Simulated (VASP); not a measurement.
# MoI (Fm-3m) in VASP: single point with PBE

Aim: the single point of MoI with PBE.

Program: VASP 6.6.1. These are calculated values, not measurements. Logs are shortened: lines on timing, memory, paths and dates and some standing lists are left out, and cuts for length are marked.

**1. The cell of the first run**

The structure is cubic, space group Fm-3m (No. 225). The conventional cell has a = 5.894 Å, b = 5.894 Å, c = 5.894 Å, α = 90.00°, β = 90.00°, γ = 90.00°. Mo (site symmetry m-3m) has 6 I at 2.95 Å within 3.9 Å. I (site symmetry m-3m) has 6 Mo at 2.95 Å within 3.9 Å.

**2. Single point, PBE, collinear spin**

Input file INCAR:

```
PREC = Accurate
ENCUT = 520
EDIFF = 1E-6
ISMEAR = 0
SIGMA = 0.1
LREAL = F
LASPH = T
NELM = 150
ALGO = Normal
ISIF = 2
LWAVE = F
LCHARG = F
ISPIN = 2
MAGMOM = 3.03 0
LORBIT = 11
LMAXMIX = 4
GGA = PE
NBANDS = 22
```

Input file KPOINTS:

```
regular mesh
0
Gamma
  16 16 16
```

Input file POSCAR:

```
MoI
1.0
    0.0000000000      2.9470972103      2.9470972103
    2.9470972103      0.0000000000      2.9470972103
    2.9470972103      2.9470972103      0.0000000000
Mo I
1 1
Direct
    0.0000000000      0.0000000000      0.0000000000
    0.5000000000      0.5000000000      0.5000000000
```

Potentials or basis: VASP PAW PBE potentials, release 64 (Mo_sv, I).

Started as:

```console
cat potpaw_PBE.64/Mo_sv/POTCAR potpaw_PBE.64/I/POTCAR > POTCAR
mpirun -np 1 vasp_std > vasp.out
```

OUTCAR:

```text
PREC = Accurate
   ENCUT = 520
   EDIFF = 1E-6
   ISMEAR = 0
   LREAL = F
   LASPH = T
   NELM = 150
   ISIF = 2
   ISPIN = 2
   LORBIT = 11
   GGA = PE

 ion  position               nearest neighbor table
   1  0.000  0.000  0.000-   2 2.95   2 2.95   2 2.95   2 2.95   2 2.95   2 2.95
   2  0.500  0.500  0.500-   1 2.95   1 2.95   1 2.95   1 2.95   1 2.95   1 2.95

  LATTYP: Found a face centered cubic cell.
 ALAT       =     5.8941944206

  Lattice vectors:

 A1 = (   0.0000000000,   2.9470972103,   2.9470972103)
 A2 = (   2.9470972103,   0.0000000000,   2.9470972103)
 A3 = (   2.9470972103,   2.9470972103,   0.0000000000)

Analysis of symmetry for initial positions (statically):
=====================================================================
 Subroutine PRICEL returns:
 Original cell was already a primitive cell.

 Routine SETGRP: Setting up the symmetry group for a
 face centered cubic supercell.

 Subroutine GETGRP returns: Found 48 space group operations
 (whereof 48 operations were pure point group operations)
 out of a pool of 48 trial point group operations.

The static configuration has the point symmetry O_h .

Analysis of symmetry for dynamics (positions and initial velocities):
=====================================================================
 Subroutine PRICEL returns:
 Original cell was already a primitive cell.

 Routine SETGRP: Setting up the symmetry group for a
 face centered cubic supercell.

 Subroutine GETGRP returns: Found 48 space group operations
 (whereof 48 operations were pure point group operations)
 out of a pool of 48 trial point group operations.

The dynamic configuration has the point symmetry O_h .

Analysis of structural, dynamic, and magnetic symmetry:
=====================================================================
 Subroutine PRICEL returns:
 Original cell was already a primitive cell.

 Routine SETGRP: Setting up the symmetry group for a
 face centered cubic supercell.

 Subroutine GETGRP returns: Found 48 space group operations
 (whereof 48 operations were pure point group operations)
 out of a pool of 48 trial point group operations.

The overall configuration has the point symmetry O_h .

 Subroutine INISYM returns: Found 48 space group operations
 (whereof 48 operations are pure point group operations),
 and found     1 'primitive' translations

----------------------------------------------------------------------------------------

                                     Primitive cell

  volume of cell :      51.1933

  direct lattice vectors                    reciprocal lattice vectors
     0.000000000  2.947097210  2.947097210    -0.169658469  0.169658469  0.169658469
     2.947097210  0.000000000  2.947097210     0.169658469 -0.169658469  0.169658469
     2.947097210  2.947097210  0.000000000     0.169658469  0.169658469 -0.169658469

  length of vectors
     4.167824844  4.167824844  4.167824844     0.293857088  0.293857088  0.293857088

  position of ions in fractional coordinates (direct lattice)
     0.000000000  0.000000000  0.000000000
     0.500000000  0.500000000  0.500000000

  ion indices of the primitive-cell ions
   primitive index   ion index
                 1           1
                 2           2

----------------------------------------------------------------------------------------

 KPOINTS: regular mesh

Automatic generation of k-mesh.
 Grid dimensions read from file:
 generate k-points for:   16   16   16

 Generating k-lattice:

  Cartesian coordinates                     Fractional coordinates (reciprocal lattice)
    -0.010603654  0.010603654  0.010603654     0.062500000  0.000000000  0.000000000
     0.010603654 -0.010603654  0.010603654     0.000000000  0.062500000  0.000000000
     0.010603654  0.010603654 -0.010603654     0.000000000  0.000000000  0.062500000

  Length of vectors
     0.018366068  0.018366068  0.018366068

  Shift w.r.t. Gamma in fractional coordinates (k-lattice)
     0.000000000  0.000000000  0.000000000

 Subroutine IBZKPT returns following result:
 ===========================================

 Found    145 irreducible k-points:

 Following reciprocal coordinates:
            Coordinates               Weight
  0.000000  0.000000  0.000000      1.000000
  0.062500  0.000000  0.000000      8.000000
  0.125000  0.000000  0.000000      8.000000
  0.187500  0.000000  0.000000      8.000000
  0.250000  0.000000  0.000000      8.000000
  0.312500  0.000000  0.000000      8.000000
[... 16 lines left out ...]
 -0.125000  0.062500  0.000000     24.000000
 -0.062500  0.062500  0.000000     12.000000
 [... further k-points ...]
   k-points           NKPTS =    145   k-points in BZ     NKDIM =    145   number of bands    NBANDS=     22
   number of dos      NEDOS =    301   number of ions     NIONS =      2
   total plane-waves  NPLWV =  32768
   dimension x,y,z NGX =    32 NGY =   32 NGZ =   32
   dimension x,y,z NGXF=    64 NGYF=   64 NGZF=   64
   ions per type =               1   1
   NGX,Y,Z   is equivalent  to a cutoff of  12.76, 12.76, 12.76 a.u.
   NGXF,Y,Z  is equivalent  to a cutoff of  25.53, 25.53, 25.53 a.u.
 SYSTEM =  unknown system
   PREC   = accura    normal or accurate (medium, high low for compatibility)
   ISTART =      0    job   : 0-new  1-cont  2-samecut
   ICHARG =      2    charge: 1-file 2-atom 10-const
   ISPIN  =      2    spin polarized calculation?
   LNONCOLLINEAR =      F non collinear calculations
   LSORBIT =      F    spin-orbit coupling
   LASPH  =      T    aspherical Exc in radial PAW
   ENCUT  =  520.0 eV  38.22 Ry    6.18 a.u.   7.75  7.75  7.75*2*pi/ulx,y,z
   NELM   =    150;   NELMIN=  2; NELMDL= -5     # of ELM steps
   EDIFF  = 0.1E-05   stopping-criterion for ELM
   LREAL  =      F    real-space projection
[... 7 lines left out ...]
   TEBEG  =    0.0;   TEEND  =   0.0 temperature during run
   PSTRESS=    0.0 pullay stress
   NELECT =      21.0000    total number of electrons
   NUPDOWN=      -1.0000    fix difference up-down
   EMIN   =  10.00;   EMAX   =-10.00  energy-range for DOS
   EFERMI =   0.00;   METHOD = LEGACY
   ISMEAR =     0;   SIGMA  =   0.10  broadening in eV -4-tet -1-fermi 0-gaus
   EFERMI_NEDOS =   21; number of points for ismear=-14 and -15
   IALGO  =     38    algorithm
   IMIX   =      4    mixing-type and parameters
     AMIX     =   0.40;   BMIX     =  1.00
     AMIX_MAG =   1.60;   BMIX_MAG =  1.00
  volume/ion in A,a.u.               =      25.60       172.73
  Fermi-wavevector in a.u.,A,eV,Ry     =   1.216401  2.298665 20.131610  1.479632
  Thomas-Fermi vector in A             =   2.351756
   LORBIT       =     11    0 simple, 1 ext, 2 COOP (PROOUT), +10 PAW based schemes
   GGA     = PE    functional components
   LHFCALC =     F    Hartree Fock is set to
   AEXX    =    0.0000 exact exchange contribution
   IVDW    =     0    specifies the selected vdW correction
   LEPSILON=     F    determine dielectric tensor
   LRPA    =     F    only Hartree local field effects (RPA)
 spin polarized calculation
 Gauss-broadening in eV      SIGMA  =   0.10
  energy-cutoff  :      520.00
  volume of cell :       51.19
 maximum number of plane-waves:      1411
   NGX = 15   NGY = 15   NGZ = 15

 number of electron      21.0000002 magnetization       3.4451297

 Free energy of the ion-electron system (eV)
  ---------------------------------------------------
  ext. energy  EPLUGINS =         0.00000000
  ---------------------------------------------------
  free energy    TOTEN  =        -9.51425095 eV

  energy without entropy =       -9.50583421  energy(sigma->0) =       -9.51004258

 E-fermi :   8.9368     XC(G=0): -10.4340

 val. band max:        8.9349870489   @ k =   0.1875   0.1250   0.0625
 cond. band min:       8.9463547707   @ k =  -0.1875   0.2500   0.0625
 fundamental gap:      0.0113677218
 Fermi energy:         8.9367572172

 spin component 1

 k-point     1 :       0.0000    0.0000    0.0000
  band No.  band energies     occupation
      1     -52.7678      1.00000
      2     -27.0055      1.00000
      3     -27.0055      1.00000
      4     -27.0055      1.00000
      5      -6.8167      1.00000
      6       5.2321      1.00000
[... 14 lines left out ...]
     21      18.0931      0.00000
     22      20.5537      0.00000

 k-point     2 :       0.0625    0.0000    0.0000
  band No.  band energies     occupation
      1     -52.7677      1.00000
      2     -27.0065      1.00000
      3     -27.0056      1.00000
      4     -27.0056      1.00000
      5      -6.7893      1.00000
      6       4.9078      1.00000
[... 14 lines left out ...]
     21      18.4780      0.00000
     22      20.8660      0.00000
[... 523 lines left out ...]
     21      19.6789      0.00000
     22      21.3116      0.00000

 k-point    24 :      -0.0625    0.0625    0.0000
  band No.  band energies     occupation
      1     -52.7677      1.00000
      2     -27.0079      1.00000
      3     -27.0062      1.00000
      4     -27.0055      1.00000
      5      -6.7449      1.00000
      6       4.4504      1.00000
[... 14 lines left out ...]
     21      19.0574      0.00000
     22      20.8562      0.00000

 [... further k-points ...]

 spin component 2

 k-point     1 :       0.0000    0.0000    0.0000
  band No.  band energies     occupation
      1     -50.9566      1.00000
      2     -24.9963      1.00000
      3     -24.9963      1.00000
      4     -24.9963      1.00000
      5      -6.6875      1.00000
      6       5.3450      1.00000
[... 14 lines left out ...]
     21      19.3391      0.00000
     22      21.2358      0.00000

 k-point     2 :       0.0625    0.0000    0.0000
  band No.  band energies     occupation
      1     -50.9565      1.00000
      2     -24.9974      1.00000
      3     -24.9963      1.00000
      4     -24.9963      1.00000
      5      -6.6620      1.00000
      6       5.1031      1.00000
[... 14 lines left out ...]
     21      19.5884      0.00000
     22      21.6110      0.00000
[... 523 lines left out ...]
     21      20.6271      0.00000
     22      22.1182      0.00000

 k-point    24 :      -0.0625    0.0625    0.0000
  band No.  band energies     occupation
      1     -50.9565      1.00000
      2     -24.9988      1.00000
      3     -24.9970      1.00000
      4     -24.9962      1.00000
      5      -6.6206      1.00000
      6       4.7445      1.00000
[... 14 lines left out ...]
     21      20.1445      0.00000
     22      21.5953      0.00000

 [... further k-points ...]
[... 5 lines left out ...]
  --------------------------------------------------------------------------------------
  -------------------------------------------------------------------------------------
  Total       -0.0219035     -0.0219035     -0.0219035     -0.0000000      0.0000000      0.0000000
  in kB       -0.6855050     -0.6855050     -0.6855050     -0.0000000      0.0000000      0.0000000
  external PRESSURE =      -0.6855050 kB  Pullay stress =       0.0000000 kB

 VOLUME and BASIS-vectors are now :
 -----------------------------------------------------------------------------
  energy-cutoff  :      520.00
  volume of cell :       51.19
      direct lattice vectors                 reciprocal lattice vectors
     0.000000000  2.947097210  2.947097210    -0.169658469  0.169658469  0.169658469
     2.947097210  0.000000000  2.947097210     0.169658469 -0.169658469  0.169658469
     2.947097210  2.947097210  0.000000000     0.169658469  0.169658469 -0.169658469

 POSITION                                       TOTAL-FORCE (eV/Angst)
 -----------------------------------------------------------------------------------
      0.00000      0.00000      0.00000         0.000000      0.000000     -0.000000
      2.94710      2.94710      2.94710        -0.000000      0.000000      0.000000
 -----------------------------------------------------------------------------------
    total drift:                                0.000000     -0.000000     -0.000000

  FREE ENERGIE OF THE ION-ELECTRON SYSTEM (eV)
  ---------------------------------------------------
  free  energy   TOTEN  =        -9.5142509490 eV

  energy  without entropy=       -9.5058342072  energy(sigma->0) =       -9.51004258

 total charge

# of ion       s       p       d       tot
------------------------------------------
    1        2.187   6.032   4.061  12.280
    2        1.501   2.682   0.111   4.294
--------------------------------------------------
tot          3.689   8.714   4.172  16.575

 magnetization (x)

# of ion       s       p       d       tot
------------------------------------------
    1        0.076   0.025   2.766   2.867
    2        0.018  -0.024   0.040   0.033
--------------------------------------------------
tot          0.094   0.001   2.806   2.901
```

It took 3.5 min on 1 thread of Intel Xeon 8259CL, shared host; peak memory 0.38 GiB.

What came out:

| Item | Value |
| --- | --- |
| Free energy | -9.5143 eV |
| Pressure | -0.1 GPa |
| Net moment | 3.45 μB per cell |
| Site moments | Mo +2.87; I +0.03 μB |
| Valence electrons inside the program's atomic spheres | Mo 12.28; I 4.29 |

Levels at points of the mesh, in eV from the Fermi level:
Spin up:
```tsv
k point	band 10	band 11	band 12	band 13	band 14	band 15
(0.00, 0.00, 0.00)	-2.33	-2.33	-2.15	-2.15	0.07	6.25
(0.50, 0.00, 0.00)	-1.25	-0.99	1.19	1.79	1.79	3.76
(0.50, 0.50, 0.00)	-1.63	-0.86	-0.86	-0.56	0.00	6.14
```
Spin down:
```
           k point  band 7  band 8  band 9  band 10  band 11  band 12
(0.00, 0.00, 0.00)   -3.59   -3.59   -0.49    -0.49    -0.49    -0.36
(0.50, 0.00, 0.00)   -5.11   -5.11    0.94     0.94     1.10     1.66
(0.50, 0.50, 0.00)   -4.70   -4.70   -1.82     0.27     0.98     1.46
```

Caveat: spin-orbit coupling is left out, which moves the levels of the heavy elements.
